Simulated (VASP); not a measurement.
# Be4Ge3Pt (P-43m) in VASP: relaxation of cell and atoms with PBE

Aim: the relaxation of cell and atoms of Be4Ge3Pt with PBE.

Program: VASP 6.6.1. These are calculated values, not measurements. Logs are shortened: lines on timing, memory, paths and dates and some standing lists are left out, and cuts for length are marked.

## (1) The cell of the first run

It takes space group P-43m (No. 215, cubic). The conventional cell has a = 4.842 Å, b = 4.842 Å, c = 4.842 Å, α = 90.00°, β = 90.00°, γ = 90.00°. Be (site symmetry 3m) has 1 Pt at 1.97 Å and 3 Ge at 2.06 Å within 2.6 Å. Ge (site symmetry -42m) has 4 Be at 2.06 Å and 2 Pt at 2.42 Å within 2.7 Å. Pt (site symmetry -43m) has 4 Be at 1.97 Å and 6 Ge at 2.42 Å within 2.6 Å.

## (2) Relaxation of cell and atoms, PBE

Input file INCAR:

```
  PREC = Accurate
  ENCUT = 570
  EDIFF = 1E-7
  ISMEAR = 0
  SIGMA = 0.1
  LREAL = False
  LASPH = True
  NELM = 120
  ALGO = Normal
  ISIF = 3
  LWAVE = False
  LCHARG = False
  GGA = PE
  IBRION = 2
  NSW = 90
  EDIFFG = -0.04
  GGA_COMPAT = False
  NELMIN = 4
```

Input file KPOINTS:

```
regular mesh
0
Gamma
  4 4 4
```

Input file POSCAR:

```
Be4Ge3Pt
1.0
    4.8419015290      0.0000000000      0.0000000000
    0.0000000000      4.8419015290      0.0000000000
    0.0000000000      0.0000000000      4.8419015290
Be Ge Pt
4 3 1
Direct
    0.2350000000      0.2350000000      0.2350000000
    0.2350000000      0.7650000000      0.7650000000
    0.7650000000      0.7650000000      0.2350000000
    0.7650000000      0.2350000000      0.7650000000
    0.5000000000      0.0000000000      0.0000000000
    0.0000000000      0.5000000000      0.0000000000
    0.0000000000      0.0000000000      0.5000000000
    0.0000000000      0.0000000000      0.0000000000
```

Potentials or basis: VASP PAW PBE potentials, release 64 (Be, Ge_d, Pt_sv_GW).

Command:

```bash
$ cat potpaw_PBE.64/Be/POTCAR potpaw_PBE.64/Ge_d/POTCAR potpaw_PBE.64/Pt_sv_GW/POTCAR > POTCAR
$ mpirun -np 1 vasp_std > vasp.out
```

OUTCAR:

```text
PREC = Accurate
   ENCUT = 570
   EDIFF = 1E-7
   ISMEAR = 0
   LREAL = False
   LASPH = True
   NELM = 120
   ISIF = 3
   GGA = PE
   IBRION = 2
   NSW = 90
   EDIFFG = -0.04
   NELMIN = 4

 ion  position               nearest neighbor table
   1  0.235  0.235  0.235-   8 1.97   6 2.06   7 2.06   5 2.06
   2  0.235  0.765  0.765-   8 1.97   6 2.06   7 2.06   5 2.06
   3  0.765  0.765  0.235-   8 1.97   6 2.06   7 2.06   5 2.06
   4  0.765  0.235  0.765-   8 1.97   6 2.06   7 2.06   5 2.06
   5  0.500  0.000  0.000-   1 2.06   2 2.06   3 2.06   4 2.06   8 2.42   8 2.42
   6  0.000  0.500  0.000-   1 2.06   2 2.06   3 2.06   4 2.06   8 2.42   8 2.42
   7  0.000  0.000  0.500-   1 2.06   2 2.06   3 2.06   4 2.06   8 2.42   8 2.42
   8  0.000  0.000  0.000-   1 1.97   2 1.97   3 1.97   4 1.97   5 2.42   6 2.42   7 2.42   7 2.42
                             6 2.42   5 2.42

  LATTYP: Found a simple cubic cell.
 ALAT       =     4.8419015290

  Lattice vectors:

 A1 = (   4.8419015290,   0.0000000000,   0.0000000000)
 A2 = (   0.0000000000,   4.8419015290,   0.0000000000)
 A3 = (   0.0000000000,   0.0000000000,   4.8419015290)

Analysis of symmetry for initial positions (statically):
=====================================================================
 Subroutine PRICEL returns:
 Original cell was already a primitive cell.

 Routine SETGRP: Setting up the symmetry group for a
 simple cubic supercell.

 Subroutine GETGRP returns: Found 24 space group operations
 (whereof 24 operations were pure point group operations)
 out of a pool of 48 trial point group operations.

The static configuration has the point symmetry T_d .

Analysis of symmetry for dynamics (positions and initial velocities):
=====================================================================
 Subroutine PRICEL returns:
 Original cell was already a primitive cell.

 Routine SETGRP: Setting up the symmetry group for a
 simple cubic supercell.

 Subroutine GETGRP returns: Found 24 space group operations
 (whereof 24 operations were pure point group operations)
 out of a pool of 48 trial point group operations.

The dynamic configuration has the point symmetry T_d .

 Subroutine INISYM returns: Found 24 space group operations
 (whereof 24 operations are pure point group operations),
 and found     1 'primitive' translations

----------------------------------------------------------------------------------------

                                     Primitive cell

  volume of cell :     113.5136

  direct lattice vectors                    reciprocal lattice vectors
     4.841901529  0.000000000  0.000000000     0.206530429  0.000000000  0.000000000
     0.000000000  4.841901529  0.000000000     0.000000000  0.206530429  0.000000000
     0.000000000  0.000000000  4.841901529     0.000000000  0.000000000  0.206530429

  length of vectors
     4.841901529  4.841901529  4.841901529     0.206530429  0.206530429  0.206530429

  position of ions in fractional coordinates (direct lattice)
     0.235000000  0.235000000  0.235000000
     0.235000000  0.765000000  0.765000000
     0.765000000  0.765000000  0.235000000
     0.765000000  0.235000000  0.765000000
     0.500000000  0.000000000  0.000000000
     0.000000000  0.500000000  0.000000000
     0.000000000  0.000000000  0.500000000
     0.000000000  0.000000000  0.000000000

  ion indices of the primitive-cell ions
   primitive index   ion index
                 1           1
                 2           2
                 3           3
                 4           4
                 5           5
                 6           6
                 7           7
                 8           8

----------------------------------------------------------------------------------------

 KPOINTS: regular mesh

Automatic generation of k-mesh.
 Grid dimensions read from file:
 generate k-points for:    4    4    4

 Generating k-lattice:

  Cartesian coordinates                     Fractional coordinates (reciprocal lattice)
     0.051632607  0.000000000  0.000000000     0.250000000  0.000000000  0.000000000
     0.000000000  0.051632607  0.000000000     0.000000000  0.250000000  0.000000000
     0.000000000  0.000000000  0.051632607     0.000000000  0.000000000  0.250000000

  Length of vectors
     0.051632607  0.051632607  0.051632607

  Shift w.r.t. Gamma in fractional coordinates (k-lattice)
     0.000000000  0.000000000  0.000000000

 Subroutine IBZKPT returns following result:
 ===========================================

 Found     10 irreducible k-points:

 Following reciprocal coordinates:
            Coordinates               Weight
  0.000000  0.000000  0.000000      1.000000
  0.250000  0.000000  0.000000      6.000000
  0.500000  0.000000  0.000000      3.000000
  0.250000  0.250000  0.000000     12.000000
  0.500000  0.250000  0.000000     12.000000
  0.500000  0.500000  0.000000      3.000000
  0.250000  0.250000  0.250000      8.000000
  0.500000  0.250000  0.250000     12.000000
  0.500000  0.500000  0.250000      6.000000
  0.500000  0.500000  0.500000      1.000000
   k-points           NKPTS =     10   k-points in BZ     NKDIM =     10   number of bands    NBANDS=     40
   number of dos      NEDOS =    301   number of ions     NIONS =      8
   total plane-waves  NPLWV =  64000
   dimension x,y,z NGX =    40 NGY =   40 NGZ =   40
   dimension x,y,z NGXF=    80 NGYF=   80 NGZF=   80
   ions per type =               4   3   1
   NGX,Y,Z   is equivalent  to a cutoff of  13.73, 13.73, 13.73 a.u.
   NGXF,Y,Z  is equivalent  to a cutoff of  27.47, 27.47, 27.47 a.u.
 SYSTEM =  unknown system
   PREC   = accura    normal or accurate (medium, high low for compatibility)
   ISTART =      0    job   : 0-new  1-cont  2-samecut
   ICHARG =      2    charge: 1-file 2-atom 10-const
   ISPIN  =      1    spin polarized calculation?
   LNONCOLLINEAR =      F non collinear calculations
   LSORBIT =      F    spin-orbit coupling
   LASPH  =      T    aspherical Exc in radial PAW
   ENCUT  =  570.0 eV  41.89 Ry    6.47 a.u.   9.43  9.43  9.43*2*pi/ulx,y,z
   NELM   =    120;   NELMIN=  4; NELMDL= -5     # of ELM steps
   EDIFF  = 0.1E-06   stopping-criterion for ELM
   LREAL  =      F    real-space projection
   EDIFFG = -.4E-01   stopping-criterion for IOM
   NSW    =     90    number of steps for IOM
   IBRION =      2    ionic relax: 0-MD 1-quasi-New 2-CG
   NFREE  =      1    steps in history (QN), initial steepest desc. (CG)
   ISIF   =      3    stress and relaxation
   ISYM   =      2    0-nonsym 1-usesym 2-fastsym
   POTIM  = 0.5000    time-step for ionic-motion
   TEBEG  =    0.0;   TEEND  =   0.0 temperature during run
   PSTRESS=    0.0 pullay stress
   NELECT =      68.0000    total number of electrons
   NUPDOWN=      -1.0000    fix difference up-down
   EMIN   =  10.00;   EMAX   =-10.00  energy-range for DOS
   EFERMI =   0.00;   METHOD = LEGACY
   ISMEAR =     0;   SIGMA  =   0.10  broadening in eV -4-tet -1-fermi 0-gaus
   EFERMI_NEDOS =   21; number of points for ismear=-14 and -15
   IALGO  =     38    algorithm
   IMIX   =      4    mixing-type and parameters
     AMIX     =   0.40;   BMIX     =  1.00
     AMIX_MAG =   1.60;   BMIX_MAG =  1.00
  volume/ion in A,a.u.               =      14.19        95.75
  Fermi-wavevector in a.u.,A,eV,Ry     =   1.380051  2.607919 25.912856  1.904541
  Thomas-Fermi vector in A             =   2.504964
   LORBIT       =      0    0 simple, 1 ext, 2 COOP (PROOUT), +10 PAW based schemes
   GGA     = PE    functional components
   LHFCALC =     F    Hartree Fock is set to
   AEXX    =    0.0000 exact exchange contribution
   IVDW    =     0    specifies the selected vdW correction
   LEPSILON=     F    determine dielectric tensor
   LRPA    =     F    only Hartree local field effects (RPA)
 conjugate gradient relaxation of ions
 non-spin polarized calculation
 Gauss-broadening in eV      SIGMA  =   0.10
  energy-cutoff  :      570.00
  volume of cell :      113.51
 maximum number of plane-waves:      3544
 NGX is ok and might be reduce to    40
   NGX = 19   NGY = 19   NGZ = 19

--------------------------------------- Ionic step        1  -------------------------------------------

 number of electron      68.0000056 magnetization

 Free energy of the ion-electron system (eV)
  ---------------------------------------------------
  ext. energy  EPLUGINS =         0.00000000
  ---------------------------------------------------
  free energy    TOTEN  =       -23.29669336 eV

  energy without entropy =      -23.27530738  energy(sigma->0) =      -23.28600037

 E-fermi :   5.8618     XC(G=0): -10.5007

 val. band max:        5.8246743489   @ k =   0.2500   0.0000   0.0000
 cond. band min:       5.8723893858   @ k =   0.5000   0.2500   0.2500
 fundamental gap:      0.0477150369
 Fermi energy:         5.8617980930

 k-point     1 :       0.0000    0.0000    0.0000
  band No.  band energies     occupation
      1     -94.7557      2.00000
      2     -49.0767      2.00000
      3     -49.0767      2.00000
      4     -49.0767      2.00000
      5     -18.3226      2.00000
      6     -18.2950      2.00000
[... 538 lines left out ...]
  FREE ENERGIE OF THE ION-ELECTRON SYSTEM (eV)
  ---------------------------------------------------
  free  energy   TOTEN  =       -29.2949855719 eV

  energy  without entropy=      -29.2631170752  energy(sigma->0) =      -29.27905132

[... ionic steps 4 to 8 ...]

--------------------------------------- Ionic step        9  -------------------------------------------

 number of electron      68.0000019 magnetization

------------------------ aborting loop because EDIFF is reached ----------------------------------------

  FORCE on cell =-STRESS in cart. coord.  units (eV):
  Direction    XX          YY          ZZ          XY          YZ          ZX
  --------------------------------------------------------------------------------------
  -------------------------------------------------------------------------------------
  Total        0.7095279      0.7095279      0.7095279     -0.0000000      0.0000000     -0.0000000
  in kB        7.6820281      7.6820281      7.6820281     -0.0000000      0.0000000     -0.0000000
  external PRESSURE =       7.6820281 kB  Pullay stress =       0.0000000 kB
[... 69 lines left out ...]
  energy  without entropy=      -29.2915356856  energy(sigma->0) =      -29.30798017

--------------------------------------- Ionic step       11  -------------------------------------------

 number of electron      67.9999989 magnetization

 Free energy of the ion-electron system (eV)
  ---------------------------------------------------
  ext. energy  EPLUGINS =         0.00000000
  ---------------------------------------------------
  free energy    TOTEN  =       -29.32576270 eV

  energy without entropy =      -29.29224511  energy(sigma->0) =      -29.30900390

 E-fermi :   3.5748     XC(G=0):  -9.5019

 val. band max:        3.5667204104   @ k =   0.2500   0.0000   0.0000
 cond. band min:       3.5992184360   @ k =   0.5000   0.2500   0.2500
 fundamental gap:      0.0324980256
 Fermi energy:         3.5747772745

 k-point     1 :       0.0000    0.0000    0.0000
  band No.  band energies     occupation
      1     -95.2946      2.00000
      2     -49.5294      2.00000
      3     -49.5294      2.00000
      4     -49.5294      2.00000
      5     -20.3576      2.00000
      6     -20.3476      2.00000
[... 454 lines left out ...]
  FREE ENERGIE OF THE ION-ELECTRON SYSTEM (eV)
  ---------------------------------------------------
  free  energy   TOTEN  =       -29.3257626953 eV

  energy  without entropy=      -29.2922451116  energy(sigma->0) =      -29.30900390

 reached required accuracy - stopping structural energy minimisation
```

It took 7.5 min on 1 thread of Intel Xeon Platinum 8488C (Sapphire Rapids), shared host; peak memory 0.28 GiB.

What came out:

| Quantity | Value |
| --- | --- |
| Free energy | -29.3258 eV |
| Relaxed volume | 18.67 Å³/atom |
| Relaxed cell | a = 5.306 Å, b = 5.306 Å, c = 5.306 Å, α = 90.00°, β = 90.00°, γ = 90.00° |
| Space group after relaxing (to 0.1 Å) | P-43m (No. 215) |
| Energy gained by relaxing | 753.6 meV/atom |
| Ionic steps | 11 |
| Pressure after relaxing | -0.2 GPa |
| Largest force after relaxing | 0.040 eV/Å |
| Band gap on the k mesh | zero (bands 34 and 35 overlap by 1.19 eV) |

Forces on the atoms (eV/Å):
```
Be   0.023  0.023  0.023
Be   0.023 -0.023 -0.023
Be  -0.023 -0.023  0.023
Be  -0.023  0.023 -0.023
Ge   0.000  0.000  0.000
Ge   0.000  0.000  0.000
Ge   0.000  0.000  0.000
Pt   0.000  0.000  0.000
```

The path:
| step | energy change (eV) | largest force (eV/Å) | pressure (GPa) | volume (Å³) |
| --- | --- | --- | --- | --- |
| 1 | 0.0000 | 5.2120 | 51.15 | 113.51 |
| 2 | -2.9162 | 1.3462 | -12.07 | 205.38 |
| 3 | -5.9983 | 0.0147 | -1.40 | 154.94 |
| 4 | -6.0069 | 0.0620 | -0.70 | 153.56 |
| 5 | -6.0086 | 0.1175 | -0.19 | 152.60 |
| 6 | -6.0070 | 0.1685 | 0.28 | 151.74 |
| 7 | -6.0093 | 0.1674 | 0.34 | 151.36 |
| 8 | -6.0156 | 0.1592 | 0.46 | 150.23 |
| 9 | -6.0234 | 0.1393 | 0.77 | 147.98 |
| 10 | -6.0277 | 0.0888 | 0.28 | 148.67 |
| 11 | -6.0291 | 0.0396 | -0.19 | 149.36 |

Final structure:
```
CELL_PARAMETERS angstrom
5.30578 0.00000 0.00000
0.00000 5.30578 0.00000
0.00000 0.00000 5.30578
ATOMIC_POSITIONS crystal
Be 0.25774 0.25774 0.25774
Be 0.25774 0.74226 0.74226
Be 0.74226 0.74226 0.25774
Be 0.74226 0.25774 0.74226
Ge 0.50000 0.00000 0.00000
Ge 0.00000 0.50000 0.00000
Ge 0.00000 0.00000 0.50000
Pt 0.00000 0.00000 0.00000
```

Levels at points of the mesh, in eV from the Fermi level:
```
           k point  band 31  band 32  band 33  band 34  band 35  band 36  band 37  band 38
(0.00, 0.00, 0.00)    -1.92    -1.01    -1.01    -1.01     0.13     0.13     0.13     2.42
(0.50, 0.00, 0.00)    -1.93    -1.32    -0.68    -0.68    -0.12    -0.12     1.44     2.63
(0.50, 0.50, 0.00)    -1.84    -1.52    -0.45    -0.45     0.92     1.14     1.63     3.20
(0.50, 0.50, 0.50)    -1.91    -1.16     1.00     1.00     1.00     3.38     3.38     3.86
```

Caveat: the volume moved by over 15 % at a fixed basis, so the end points are rough; spin-orbit coupling is left out, which moves the levels of the heavy elements.

The gap in the log of VASP goes by the Fermi energy; the results here count the filled bands.